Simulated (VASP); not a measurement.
Write the native input for VASP 6.6.1 that does the following.

* Task: relaxation of cell and atoms
* Functional: PBE-based screened hybrid
* Potentials or basis: VASP PAW PBE potentials, release 64 (Mg, O)
* Cutoff: 600 eV
* k mesh: 6 × 6 × 6
* Occupations: fermi-dirac, width 0.15 eV
* Spin: no spin polarisation
* Dipole correction: no
* Grid for exact exchange (PRECFOCK): Normal
* Share of exact exchange: 0.25
* Further INCAR settings: ALGO = Normal; EDIFF = 1e-06; IBRION = 2; EDIFFG = -0.01; NSW = 60; ISIF = 3
* Screening parameter: 0.3 1/Å

Crystal: MgO.

```xyz
2
Lattice="0.0000 2.0970 2.0970 2.0970 0.0000 2.0970 2.0970 2.0970 0.0000" Properties=species:S:1:pos:R:3 pbc="T T T"
Mg    0.0000    0.0000    0.0000
O     2.0970    2.0970    2.0970
```

One way to write it, as run:

POSCAR

```
MgO
1.0
    0.0000000000      2.0970013927      2.0970013927
    2.0970013927      0.0000000000      2.0970013927
    2.0970013927      2.0970013927      0.0000000000
Mg O
1 1
Direct
    0.0000000000      0.0000000000      0.0000000000
    0.5000000000      0.5000000000      0.5000000000
```

INCAR.step1

```
SYSTEM = MgO
PREC     = Accurate       ! precision mode
ENCUT    = 600            ! plane-wave cutoff, eV
EDIFF    = 1E-5           ! SCF threshold, eV
ISMEAR   = -1             ! smearing method
SIGMA    = 0.15           ! smearing width, eV
LREAL    = .False.        ! projectors in reciprocal space
LASPH    = .True.         ! aspherical terms in the spheres
NELM     = 100            ! most SCF steps
ALGO     = Normal         ! electronic algorithm
LWAVE    = .True.         ! write WAVECAR
LCHARG   = .False.        ! write CHGCAR
GGA      = PE             ! functional
NBANDS   = 11             ! bands
```

INCAR.step2

```
SYSTEM = MgO
PREC     = Accurate       ! precision mode
ENCUT    = 600            ! plane-wave cutoff, eV
EDIFF    = 1E-6           ! SCF threshold, eV
ISMEAR   = -1             ! smearing method
SIGMA    = 0.15           ! smearing width, eV
LREAL    = .False.        ! projectors in reciprocal space
LASPH    = .True.         ! aspherical terms in the spheres
NELM     = 100            ! most SCF steps
ALGO     = Normal         ! electronic algorithm
ISIF     = 3              ! what is computed and relaxed
LWAVE    = .False.        ! write WAVECAR
LCHARG   = .False.        ! write CHGCAR
GGA      = PE             ! functional
LHFCALC  = .True.         ! exact exchange
AEXX     = 0.25           ! exact-exchange fraction
HFSCREEN = 0.3            ! screening, 1/A
PRECFOCK = Normal       
IBRION   = 2              ! ionic algorithm
NSW      = 60             ! ionic steps
EDIFFG   = -0.01          ! ionic threshold
ISTART   = 1
```

KPOINTS

```
Automatic mesh
0
Gamma
  6 6 6
  0 0 0
```

Potentials or basis: VASP PAW PBE potentials, release 64 (Mg, O).

The run is started by

```console
$ cat potpaw_PBE.64/Mg/POTCAR potpaw_PBE.64/O/POTCAR > POTCAR
$ cp INCAR.step1 INCAR
$ mpirun -np 1 vasp_std > vasp.out
$ cp INCAR.step2 INCAR
$ mpirun -np 1 vasp_std > vasp.out
```

Results of the run:

* Relaxed volume: 9.25 Å³/atom
* Relaxed cell: a = 2.969 Å, b = 2.969 Å, c = 2.969 Å, α = 60.00°, β = 60.00°, γ = 60.00°
* Space group after relaxing (to 0.05 Å): Fm-3m (No. 225)
* Energy gained by relaxing: 0.0 meV/atom
* Ionic steps: 3
* Pressure after relaxing: 0.1 GPa
* Band gap on the k mesh: 6.30 eV, direct

Caveat: the k points lie up to 0.43 Å⁻¹ apart in the final cell; the PAW data sets were made with another functional, which shifts forces and pressure a little.

Wall time 9.8 min on 1 thread of AMD EPYC 7R13 Processor (Zen 3) (shared host), peak memory 0.23 GiB.
